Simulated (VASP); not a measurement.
# Ti (Im-3m) in VASP: a series of runs

Ti is run at these levels: PBE, PBE+D3(BJ); tasks: single point.

Program: VASP 6.6.1. These are calculated values, not measurements. Logs are shortened: lines on timing, memory, paths and dates and some standing lists are left out, and cuts for length are marked.

## 1. The cell of the first run

It takes space group Im-3m (No. 229, cubic). The conventional cell has a = 3.255 Å, b = 3.255 Å, c = 3.255 Å, α = 90.00°, β = 90.00°, γ = 90.00°. Within 3.7 Å of Ti (site symmetry m-3m) lie 14 Ti at 2.82 to 3.26 Å.

## 2. Single point, PBE

Input file INCAR:

```
  PREC = Accurate
  ENCUT = 520
  EDIFF = 1E-6
  ISMEAR = 0
  SIGMA = 0.1
  LREAL = F
  LASPH = T
  NELM = 100
  ALGO = Fast
  ISIF = 2
  LWAVE = F
  LCHARG = F
  GGA = PE
  NBANDS = 12
```

Input file KPOINTS:

```
Automatic mesh
0
Gamma
  18 18 18
```

Input file POSCAR:

```
Ti
1.0
   -1.6276679630      1.6276679630      1.6276679630
    1.6276679630     -1.6276679630      1.6276679630
    1.6276679630      1.6276679630     -1.6276679630
Ti
1
Direct
    0.0000000000      0.0000000000      0.0000000000
```

Potentials or basis: VASP PAW PBE potentials, release 64 (Ti_sv).

Command:

```console
cat potpaw_PBE.64/Ti_sv/POTCAR > POTCAR
mpirun -np 1 vasp_std > vasp.out
```

OUTCAR:

```text
PREC = Accurate
   ENCUT = 520
   EDIFF = 1E-6
   ISMEAR = 0
   LREAL = F
   LASPH = T
   NELM = 100
   ISIF = 2
   GGA = PE

 ion  position               nearest neighbor table
   1  0.000  0.000  0.000-

  LATTYP: Found a body centered cubic cell.
 ALAT       =     3.2553359260

  Lattice vectors:

 A1 = (  -1.6276679630,   1.6276679630,   1.6276679630)
 A2 = (   1.6276679630,  -1.6276679630,   1.6276679630)
 A3 = (   1.6276679630,   1.6276679630,  -1.6276679630)

Analysis of symmetry for initial positions (statically):
=====================================================================
 Subroutine PRICEL returns:
 Original cell was already a primitive cell.

 Routine SETGRP: Setting up the symmetry group for a
 body centered cubic supercell.

 Subroutine GETGRP returns: Found 48 space group operations
 (whereof 48 operations were pure point group operations)
 out of a pool of 48 trial point group operations.

The static configuration has the point symmetry O_h .

Analysis of symmetry for dynamics (positions and initial velocities):
=====================================================================
 Subroutine PRICEL returns:
 Original cell was already a primitive cell.

 Routine SETGRP: Setting up the symmetry group for a
 body centered cubic supercell.

 Subroutine GETGRP returns: Found 48 space group operations
 (whereof 48 operations were pure point group operations)
 out of a pool of 48 trial point group operations.

The dynamic configuration has the point symmetry O_h .

 Subroutine INISYM returns: Found 48 space group operations
 (whereof 48 operations are pure point group operations),
 and found     1 'primitive' translations

----------------------------------------------------------------------------------------

                                     Primitive cell

  volume of cell :      17.2487

  direct lattice vectors                    reciprocal lattice vectors
    -1.627667963  1.627667963  1.627667963     0.000000000  0.307187959  0.307187959
     1.627667963 -1.627667963  1.627667963     0.307187959  0.000000000  0.307187959
     1.627667963  1.627667963 -1.627667963     0.307187959  0.307187959  0.000000000

  length of vectors
     2.819203610  2.819203610  2.819203610     0.434429378  0.434429378  0.434429378

  position of ions in fractional coordinates (direct lattice)
     0.000000000  0.000000000  0.000000000

  ion indices of the primitive-cell ions
   primitive index   ion index
                 1           1

----------------------------------------------------------------------------------------

 KPOINTS: Automatic mesh

Automatic generation of k-mesh.
 Grid dimensions read from file:
 generate k-points for:   18   18   18

 Generating k-lattice:

  Cartesian coordinates                     Fractional coordinates (reciprocal lattice)
     0.000000000  0.017065998  0.017065998     0.055555556  0.000000000  0.000000000
     0.017065998  0.000000000  0.017065998     0.000000000  0.055555556  0.000000000
     0.017065998  0.017065998  0.000000000     0.000000000  0.000000000  0.055555556

  Length of vectors
     0.024134965  0.024134965  0.024134965

  Shift w.r.t. Gamma in fractional coordinates (k-lattice)
     0.000000000  0.000000000  0.000000000

 Subroutine IBZKPT returns following result:
 ===========================================

 Found    195 irreducible k-points:

 Following reciprocal coordinates:
            Coordinates               Weight
  0.000000  0.000000  0.000000      1.000000
  0.055556  0.000000  0.000000     12.000000
  0.111111  0.000000  0.000000     12.000000
  0.166667  0.000000  0.000000     12.000000
  0.222222  0.000000  0.000000     12.000000
  0.277778  0.000000  0.000000     12.000000
[... 16 lines left out ...]
  0.333333  0.111111  0.000000     48.000000
  0.388889  0.111111  0.000000     48.000000
 [... further k-points ...]
   k-points           NKPTS =    195   k-points in BZ     NKDIM =    195   number of bands    NBANDS=     12
   number of dos      NEDOS =    301   number of ions     NIONS =      1
   total plane-waves  NPLWV =  13824
   dimension x,y,z NGX =    24 NGY =   24 NGZ =   24
   dimension x,y,z NGXF=    48 NGYF=   48 NGZF=   48
   ions per type =               1
   NGX,Y,Z   is equivalent  to a cutoff of  14.15, 14.15, 14.15 a.u.
   NGXF,Y,Z  is equivalent  to a cutoff of  28.31, 28.31, 28.31 a.u.
 SYSTEM =  unknown system
   PREC   = accura    normal or accurate (medium, high low for compatibility)
   ISTART =      0    job   : 0-new  1-cont  2-samecut
   ICHARG =      2    charge: 1-file 2-atom 10-const
   ISPIN  =      1    spin polarized calculation?
   LNONCOLLINEAR =      F non collinear calculations
   LSORBIT =      F    spin-orbit coupling
   LASPH  =      T    aspherical Exc in radial PAW
   ENCUT  =  520.0 eV  38.22 Ry    6.18 a.u.   5.24  5.24  5.24*2*pi/ulx,y,z
   NELM   =    100;   NELMIN=  2; NELMDL= -5     # of ELM steps
   EDIFF  = 0.1E-05   stopping-criterion for ELM
   LREAL  =      F    real-space projection
   EDIFFG = 0.1E-04   stopping-criterion for IOM
   NSW    =      0    number of steps for IOM
   IBRION =     -1    ionic relax: 0-MD 1-quasi-New 2-CG
   NFREE  =      0    steps in history (QN), initial steepest desc. (CG)
   ISIF   =      2    stress and relaxation
   ISYM   =      2    0-nonsym 1-usesym 2-fastsym
   POTIM  = 0.5000    time-step for ionic-motion
   TEBEG  =    0.0;   TEEND  =   0.0 temperature during run
   PSTRESS=    0.0 pullay stress
   NELECT =      12.0000    total number of electrons
   NUPDOWN=      -1.0000    fix difference up-down
   EMIN   =  10.00;   EMAX   =-10.00  energy-range for DOS
   EFERMI =   0.00;   METHOD = LEGACY
   ISMEAR =     0;   SIGMA  =   0.10  broadening in eV -4-tet -1-fermi 0-gaus
   EFERMI_NEDOS =   21; number of points for ismear=-14 and -15
   IALGO  =     68    algorithm
   IMIX   =      4    mixing-type and parameters
     AMIX     =   0.40;   BMIX     =  1.00
     AMIX_MAG =   1.60;   BMIX_MAG =  1.00
  volume/ion in A,a.u.               =      17.25       116.40
  Fermi-wavevector in a.u.,A,eV,Ry     =   1.450606  2.741248 28.630160  2.104257
  Thomas-Fermi vector in A             =   2.568199
   LORBIT       =      0    0 simple, 1 ext, 2 COOP (PROOUT), +10 PAW based schemes
   GGA     = PE    functional components
   LHFCALC =     F    Hartree Fock is set to
   AEXX    =    0.0000 exact exchange contribution
   IVDW    =     0    specifies the selected vdW correction
   LEPSILON=     F    determine dielectric tensor
   LRPA    =     F    only Hartree local field effects (RPA)
 non-spin polarized calculation
 RMM-DIIS sequential band-by-band and
 Gauss-broadening in eV      SIGMA  =   0.10
  energy-cutoff  :      520.00
  volume of cell :       17.25
 maximum number of plane-waves:       478
 NGX is ok and might be reduce to    24
   NGX = 11   NGY = 11   NGZ = 11

 number of electron      11.9999997 magnetization

 Free energy of the ion-electron system (eV)
  ---------------------------------------------------
  ext. energy  EPLUGINS =         0.00000000
  ---------------------------------------------------
  free energy    TOTEN  =        -7.73058772 eV

  energy without entropy =       -7.71942236  energy(sigma->0) =       -7.72500504

 E-fermi :   8.1588     XC(G=0): -11.5265

 val. band max:        8.1533186481   @ k =  -0.3889  -0.4444   0.1111
 cond. band min:       8.1673393127   @ k =   0.2778   0.0556  -0.0000
 fundamental gap:      0.0140206646
 Fermi energy:         8.1587846887

 k-point     1 :       0.0000    0.0000    0.0000
  band No.  band energies     occupation
      1     -48.3619      2.00000
      2     -24.2103      2.00000
      3     -24.2103      2.00000
      4     -24.2103      2.00000
      5       2.1895      2.00000
      6       9.1514      0.00000
      7       9.1514      0.00000
      8       9.1514      0.00000
      9      10.9230      0.00000
     10      10.9230      0.00000
     11      25.6191      0.00000
     12      25.6191      0.00000

 k-point     2 :       0.0556    0.0000    0.0000
  band No.  band energies     occupation
      1     -48.3579      2.00000
      2     -24.2319      2.00000
      3     -24.2169      2.00000
      4     -24.2104      2.00000
      5       2.2962      2.00000
      6       9.1024      0.00000
      7       9.1384      0.00000
      8       9.2289      0.00000
      9      10.8648      0.00000
     10      10.9258      0.00000
     11      25.4581      0.00000
     12      25.6133      0.00000

 k-point     3 :       0.1111    0.0000    0.0000
  band No.  band energies     occupation
      1     -48.3463      2.00000
      2     -24.2938      2.00000
      3     -24.2360      2.00000
      4     -24.2108      2.00000
      5       2.6087      2.00000
      6       8.9643      0.00000
      7       9.0813      0.00000
      8       9.4570      0.00000
      9      10.7315      0.00000
     10      10.9363      0.00000
     11      24.9477      0.00000
     12      25.4995      0.00000
[... 286 lines left out ...]
 k-point    23 :       0.3333    0.1111    0.0000
  band No.  band energies     occupation
      1     -48.2381      2.00000
      2     -24.8046      2.00000
      3     -24.4215      2.00000
      4     -24.2430      2.00000
      5       5.7335      2.00000
      6       7.8905      1.99985
      7       8.4135      0.00032
      8      10.7740      0.00000
      9      11.3085      0.00000
     10      12.3432      0.00000
     11      18.4090      0.00000
     12      21.6648      0.00000

 k-point    24 :       0.3889    0.1111    0.0000
  band No.  band energies     occupation
      1     -48.2270      2.00000
      2     -24.8529      2.00000
      3     -24.4445      2.00000
      4     -24.2438      2.00000
      5       5.9116      2.00000
      6       7.8036      2.00000
      7       8.6914      0.00000
      8      10.8434      0.00000
      9      11.3918      0.00000
     10      12.7875      0.00000
     11      17.3545      0.00000
     12      21.3084      0.00000

 [... further k-points ...]
[... 5 lines left out ...]
  --------------------------------------------------------------------------------------
  -------------------------------------------------------------------------------------
  Total       -0.0286989     -0.0286989     -0.0286989      0.0000000     -0.0000000      0.0000000
  in kB       -2.6657420     -2.6657420     -2.6657420      0.0000000     -0.0000000      0.0000000
  external PRESSURE =      -2.6657420 kB  Pullay stress =       0.0000000 kB

 VOLUME and BASIS-vectors are now :
 -----------------------------------------------------------------------------
  energy-cutoff  :      520.00
  volume of cell :       17.25
      direct lattice vectors                 reciprocal lattice vectors
    -1.627667963  1.627667963  1.627667963     0.000000000  0.307187959  0.307187959
     1.627667963 -1.627667963  1.627667963     0.307187959  0.000000000  0.307187959
     1.627667963  1.627667963 -1.627667963     0.307187959  0.307187959  0.000000000

 POSITION                                       TOTAL-FORCE (eV/Angst)
 -----------------------------------------------------------------------------------
      0.00000      0.00000      0.00000         0.000000      0.000000      0.000000
 -----------------------------------------------------------------------------------
    total drift:                                0.000000      0.000000      0.000000

  FREE ENERGIE OF THE ION-ELECTRON SYSTEM (eV)
  ---------------------------------------------------
  free  energy   TOTEN  =        -7.7305877220 eV

  energy  without entropy=       -7.7194223573  energy(sigma->0) =       -7.72500504
```

It took 82 s on 1 thread of AMD EPYC 7R43 (Zen 3), shared host; peak memory 0.13 GiB.

What came out:

```
Free energy            : -7.7306 eV
Pressure               : -0.3 GPa
Band gap on the k mesh : zero (band 6 reaches 9.15 eV, above the bottom of band 7 at 7.56 eV)
```

Levels at points of the mesh, in eV from the Fermi level:
| k point | band 3 | band 4 | band 5 | band 6 | band 7 | band 8 | band 9 | band 10 |
| --- | --- | --- | --- | --- | --- | --- | --- | --- |
| (0.00, 0.00, 0.00) | -32.37 | -32.37 | -5.97 | 0.99 | 0.99 | 0.99 | 2.76 | 2.76 |
| (0.50, 0.00, 0.00) | -32.59 | -32.37 | -2.47 | -0.40 | 1.16 | 2.75 | 3.11 | 4.30 |
| (0.50, 0.50, 0.50) | -32.84 | -32.84 | -2.13 | -2.13 | 3.95 | 3.95 | 3.95 | 8.43 |

## 3. Single point, PBE

Input file INCAR:

```
SYSTEM = Ti
ALGO     = Normal         ! electronic algorithm
EDIFF    = 1E-7           ! SCF threshold, eV
ENCUT    = 520            ! plane-wave cutoff, eV
GGA      = PE             ! functional
ISIF     = 2              ! what is computed and relaxed
ISMEAR   = 0              ! smearing method
LASPH    = .TRUE.         ! aspherical terms in the spheres
LCHARG   = .FALSE.        ! write CHGCAR
LREAL    = .FALSE.        ! projectors in reciprocal space
LWAVE    = .FALSE.        ! write WAVECAR
NBANDS   = 12             ! bands
NELM     = 80             ! most SCF steps
PREC     = Accurate       ! precision mode
SIGMA    = 0.1            ! smearing width, eV
```

Input file KPOINTS:

```
k-points
0
G
  18 18 18
  0 0 0
```

POSCAR is that of step 2.

Potentials or basis: VASP PAW PBE potentials, release 64 (Ti_sv).

Command:

```console
cat potpaw_PBE.64/Ti_sv/POTCAR > POTCAR
mpirun -np 1 vasp_std > vasp.out
```

Wall time 55 s (1 thread of AMD EPYC 7R43 (Zen 3), shared host); peak memory 0.12 GiB.

The run converged. Its results:

```
Free energy            : -7.7306 eV
Pressure               : -0.2 GPa
Band gap on the k mesh : zero (band 6 reaches 9.15 eV, above the bottom of band 7 at 7.56 eV)
```

Levels at points of the mesh, in eV from the Fermi level:
| k point | band 2 | band 3 | band 4 | band 5 | band 6 | band 7 | band 8 | band 9 | band 10 | band 11 |
| --- | --- | --- | --- | --- | --- | --- | --- | --- | --- | --- |
| (0.00, 0.00, 0.00) | -32.37 | -32.37 | -32.37 | -5.97 | 0.99 | 0.99 | 0.99 | 2.76 | 2.76 | 17.46 |
| (0.50, 0.00, 0.00) | -33.06 | -32.59 | -32.37 | -2.47 | -0.40 | 1.16 | 2.75 | 3.11 | 4.30 | 8.84 |
| (0.50, 0.50, 0.50) | -32.84 | -32.84 | -32.84 | -2.13 | -2.13 | 3.95 | 3.95 | 3.95 | 8.43 | 8.43 |

## 4. Single point, PBE+D3(BJ)

Edit INCAR of step 3 so:

```diff
@@ -7,2 +7,3 @@
 ISMEAR   = 0              ! smearing method
+IVDW     = 12             ! dispersion correction
 LASPH    = .TRUE.         ! aspherical terms in the spheres
```

KPOINTS is that of step 3.

Input file POSCAR:

```
Ti
1.0
   -1.6276679639      1.6276679639      1.6276679639
    1.6276679639     -1.6276679639      1.6276679639
    1.6276679639      1.6276679639     -1.6276679639
Ti
1
Direct
    0.0000000000      0.0000000000      0.0000000000
```

Potentials or basis: VASP PAW PBE potentials, release 64 (Ti_sv).

Command:

```console
cat potpaw_PBE.64/Ti_sv/POTCAR > POTCAR
mpirun -np 1 vasp_std > vasp.out
```

OUTCAR:

```text
SYSTEM = Ti
   EDIFF = 1E-7
   ENCUT = 520
   GGA = PE
   ISIF = 2
   ISMEAR = 0
   IVDW = 12
   LASPH = .TRUE.
   LREAL = .FALSE.
   NELM = 80
   PREC = Accurate
 IVDW          = 12

 ion  position               nearest neighbor table
   1  0.000  0.000  0.000-

  LATTYP: Found a body centered cubic cell.
 ALAT       =     3.2553359278

  Lattice vectors:

 A1 = (  -1.6276679639,   1.6276679639,   1.6276679639)
 A2 = (   1.6276679639,  -1.6276679639,   1.6276679639)
 A3 = (   1.6276679639,   1.6276679639,  -1.6276679639)

[... 539 lines left out ...]

 [... further k-points ...]

------------------------ aborting loop because EDIFF is reached ----------------------------------------

 Edisp (eV)   -0.60524

 E8    (eV) :    -0.2869

  FORCE on cell =-STRESS in cart. coord.  units (eV):
  Direction    XX          YY          ZZ          XY          YZ          ZX
  --------------------------------------------------------------------------------------
  -------------------------------------------------------------------------------------
  Total      -0.65835    -0.65835    -0.65835    -0.00000     0.00000    -0.00000
  in kB     -61.15164   -61.15164   -61.15164    -0.00000     0.00000    -0.00000
  external pressure =      -61.15 kB  Pullay stress =        0.00 kB

 VOLUME and BASIS-vectors are now :
 -----------------------------------------------------------------------------
  energy-cutoff  :      520.00
  volume of cell :       17.25
      direct lattice vectors                 reciprocal lattice vectors
    -1.627667964  1.627667964  1.627667964     0.000000000  0.307187959  0.307187959
     1.627667964 -1.627667964  1.627667964     0.307187959  0.000000000  0.307187959
     1.627667964  1.627667964 -1.627667964     0.307187959  0.307187959  0.000000000

 POSITION                                       TOTAL-FORCE (eV/Angst)
 -----------------------------------------------------------------------------------
      0.00000      0.00000      0.00000         0.000000      0.000000      0.000000
 -----------------------------------------------------------------------------------
    total drift:                               -0.000000      0.000000      0.000000

  FREE ENERGIE OF THE ION-ELECTRON SYSTEM (eV)
  ---------------------------------------------------
  free  energy   TOTEN  =        -8.3358286965 eV

  energy  without entropy=       -8.3246634763  energy(sigma->0) =       -8.33024609
```

OSZICAR:

```text
N       E                     dE             d eps       ncg     rms          rms(c)
DAV:   1     0.865126086471E+02    0.86513E+02   -0.65523E+03  4696   0.121E+03
DAV:   2    -0.441484406974E+01   -0.90927E+02   -0.88514E+02  4804   0.297E+02
DAV:   3    -0.866748470863E+01   -0.42526E+01   -0.41995E+01  6500   0.648E+01
DAV:   4    -0.875453063900E+01   -0.87046E-01   -0.86992E-01  5268   0.819E+00
DAV:   5    -0.875650054321E+01   -0.19699E-02   -0.19698E-02  5460   0.110E+00    0.832E+00
DAV:   6    -0.772277480299E+01    0.10337E+01   -0.24764E+00  5080   0.222E+01    0.210E+00
DAV:   7    -0.772036321673E+01    0.24116E-02   -0.70344E-02  5532   0.283E+00    0.126E+00
DAV:   8    -0.773012451318E+01   -0.97613E-02   -0.35491E-02  4916   0.213E+00    0.927E-02
DAV:   9    -0.773056319069E+01   -0.43868E-03   -0.24353E-03  5660   0.446E-01    0.766E-02
DAV:  10    -0.773061623692E+01   -0.53046E-04   -0.22970E-04  4992   0.162E-01    0.145E-02
DAV:  11    -0.773058799296E+01    0.28244E-04   -0.23041E-05  5524   0.739E-02    0.614E-03
DAV:  12    -0.773058875407E+01   -0.76110E-06   -0.10713E-06  6108   0.123E-02    0.789E-04
DAV:  13    -0.773058922769E+01   -0.47362E-06   -0.25194E-07  5740   0.305E-03    0.184E-03
DAV:  14    -0.773058916844E+01    0.59247E-07   -0.43295E-08  3080   0.231E-03
   1 F= -.83358287E+01 E0= -.83302461E+01  d E =-.111652E-01
```

stdout:

```text
POSCAR found type information on POSCAR Ti
 POSCAR found :  1 types and       1 ions
 scaLAPACK will be used
 LDA part: xc-table for (Slater+PW92), standard interpolation
 POSCAR, INCAR and KPOINTS ok, starting setup
 FFT: planning ... GRIDC
 FFT: planning ... GRID_SOFT
 FFT: planning ... GRID
 WAVECAR not read
 entering main loop
```

Wall time 12 s (1 thread of Intel Xeon 6975P-C (Granite Rapids), shared host); peak memory 0.17 GiB.

What came out:

* Free energy: -8.3358 eV
* Pressure: -6.1 GPa
* Band gap on the k mesh: zero (band 6 reaches 9.15 eV, above the bottom of band 7 at 7.56 eV)
* Dispersion energy per atom: -0.605 eV

Caveat: three body term missing; pairwise dispersion overbinds metals, which lowers pressure and volume.
